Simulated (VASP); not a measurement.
TePb:

```
Pb Te
1.0
     4.00229    0.00000    0.00000
     0.00000    4.00229    0.00000
     0.00000    0.00000    4.00229
Pb Te
1 1
Direct
  0.00000 0.00000 0.00000
  0.50000 0.50000 0.50000
```

* Program: VASP 6.6.1
* Task: relaxation of cell and atoms
* Functional: PBE
* Dispersion: D3(BJ)
* Potentials or basis: VASP PAW PBE potentials, release 64 (Pb_d, Te)
* Cutoff: 600 eV
* k mesh: 7 × 7 × 7
* Occupations: fermi-dirac, width 0.05 eV
* Spin: no spin polarisation

At the start: pressure -1.6 GPa; volume 32.05 Å³/atom.

Q: Where does the relaxation end?

A: Over 3 steps the energy falls by 9.9 meV/atom and the volume is 30.47 Å³/atom (-4.9 %); space group Pm-3m (No. 221, to 0.05 Å).

Step by step:
```csv
step,energy change (eV),largest force (eV/Å),pressure (GPa),volume (Å³)
1,0.0000,0.0000,-1.62,64.11
2,-0.0197,0.0000,-0.19,61.16
3,-0.0199,0.0000,-0.04,60.94
```

Final structure:
```xyz
2
Lattice="3.9351 0.0000 0.0000 0.0000 3.9351 0.0000 0.0000 0.0000 3.9351" Properties=species:S:1:pos:R:3 pbc="T T T"
Pb    0.0000    0.0000    0.0000
Te    1.9676    1.9676    1.9676
```

Caveat: pairwise dispersion overbinds metals, which lowers pressure and volume.
